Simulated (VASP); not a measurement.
Write the native input for VASP 6.6.1 that does the following.

```yaml
Task: single point
Functional: PBE
Dispersion: D3(BJ)
Potentials_or_basis: VASP PAW PBE potentials, release 64 (S, C)
Cutoff: 520 eV
k_mesh: 1 × 1 × 1
Occupations: fermi-dirac, width 0.05 eV
Spin: no spin polarisation
Dipole_correction: no
Further_INCAR_settings: LREAL = Auto; ALGO = Normal; EDIFF = 1e-06; NBANDS = 82
```

The structure of CS2 lies in POSCAR:

```
CS2
1.0
    9.5828400000      0.0000000000      0.0000000000
    0.0000000000      9.5828400000      0.0000000000
    0.0000000000      0.0000000000      9.5828400000
S C
16 8
Direct
    0.0545245460      0.9537151826      0.9010689942
    0.2228879956      0.7403441986      0.7258077981
    0.4229748175      0.4797951338      0.4271802514
    0.5062486695      0.5064365053      0.1070350752
    0.8745841525      0.9752954239      0.5392868920
    0.6051337599      0.7888475650      0.5615245585
    0.7245346891      0.4928079776      0.7596391049
    0.7389980423      0.2296918241      0.9596528795
    0.9194977689      0.5864754081      0.0291980248
    1.1753300692      0.4051721619      0.1143293637
    0.3294952227      0.8668724512      0.1786213690
    0.6464889323      0.9317801403      0.1213105927
    0.7562267553      0.3134561362      0.3296934938
    0.9414015052      0.5589365992      0.4292777506
    0.1411898769      0.3321666646      0.7363370358
    0.4373755588      0.1966640370      0.6991038147
    0.1367861719      0.8482975819      0.8099790876
    0.4753079463      0.4936428032      0.2700765118
    0.7411477182      0.8812314512      0.5543241878
    0.7347091259      0.3583071407      0.8571154272
    1.0527046262      0.4953959369      0.0630293316
    0.4876320590      0.8976149033      0.1435169532
    0.8437999591      0.4423219004      0.3764645971
    0.2891418410      0.2623021985      0.7175325895
```

One way to write it, as run:

INCAR

```
SYSTEM = CS2
PREC     = Accurate       ! precision mode
ENCUT    = 520            ! plane-wave cutoff, eV
EDIFF    = 1E-6           ! SCF threshold, eV
ISMEAR   = -1             ! smearing method
SIGMA    = 0.05           ! smearing width, eV
LREAL    = Auto         
LASPH    = .TRUE.         ! aspherical terms in the spheres
NELM     = 80             ! most SCF steps
ALGO     = Normal         ! electronic algorithm
ISIF     = 2              ! what is computed and relaxed
LWAVE    = .FALSE.        ! write WAVECAR
LCHARG   = .TRUE.         ! write CHGCAR
GGA      = PE             ! functional
IVDW     = 12             ! dispersion correction
LELF     = .TRUE.         ! ELF
LVHAR    = .TRUE.       
NBANDS   = 82             ! bands
```

KPOINTS

```
regular mesh
0
G
  1 1 1
  0 0 0
```

Potentials or basis: VASP PAW PBE potentials, release 64 (S, C).

The run is started by

```bash
$ cat potpaw_PBE.64/S/POTCAR potpaw_PBE.64/C/POTCAR > POTCAR
$ mpirun -np 1 vasp_gam > vasp.out
```

Results of the run:

```json
{
  "Pressure": "-1.2 GPa",
  "Largest force": "1.821 eV/Å",
  "Band gap on the k mesh": "2.99 eV",
  "Dispersion energy per atom": "-0.109 eV"
}
```

Caveat: the k points lie up to 0.66 Å⁻¹ apart.

It took 100 s on 1 thread of AMD EPYC 7R43 64-Core Processor (Zen 3), on a shared host, peak memory 0.68 GiB.
